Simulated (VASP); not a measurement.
CaF2 (Fluorite): single point with PBEsol

CaF2 (Fluorite):

```
CELL_PARAMETERS angstrom
0.00000 2.73100 2.73100
2.73100 0.00000 2.73100
2.73100 2.73100 0.00000
ATOMIC_POSITIONS crystal
Ca 0.00000 0.00000 0.00000
F 0.25000 0.25000 0.25000
F 0.75000 0.75000 0.75000
```

```yaml
Program: VASP 6.6.1
Task: single point
Functional: PBEsol
Potentials_or_basis: VASP PAW PBE potentials, release 64 (Ca_sv, F)
Cutoff: 600 eV
k_mesh: 6 × 6 × 6
Occupations: fermi-dirac, width 0.05 eV
Spin: no spin polarisation
Dipole_correction: no
Further_INCAR_settings: ALGO = Normal; EDIFF = 1e-06; NBANDS = 19
```

| Property | Result |
| --- | --- |
| Pressure | -1.7 GPa |
| Band gap on the k mesh | 7.09 eV, indirect (least direct gap 7.35 eV) |

Levels at points of the mesh, in eV from the valence-band top:
```csv
k point,band 9,band 10,band 11,band 12,band 13,band 14,band 15,band 16
"(0.00, 0.00, 0.00)",-2.14,-0.26,-0.26,-0.26,7.09,9.12,9.12,11.23
"(0.50, 0.00, 0.00)",-1.31,-1.26,-0.85,-0.85,9.35,9.35,9.70,10.54
"(0.50, 0.50, 0.00)",-1.67,-0.37,-0.37,0.00,8.02,9.47,10.07,10.86
```

It took 12 s on 1 thread of Intel Xeon 6975P-C, with other jobs on the host, peak memory 0.18 GiB.

Caveat: the PAW data sets were made with another functional, which shifts forces and pressure a little. Expect the measured gap to be larger: semilocal functionals such as PBEsol lack the derivative discontinuity.
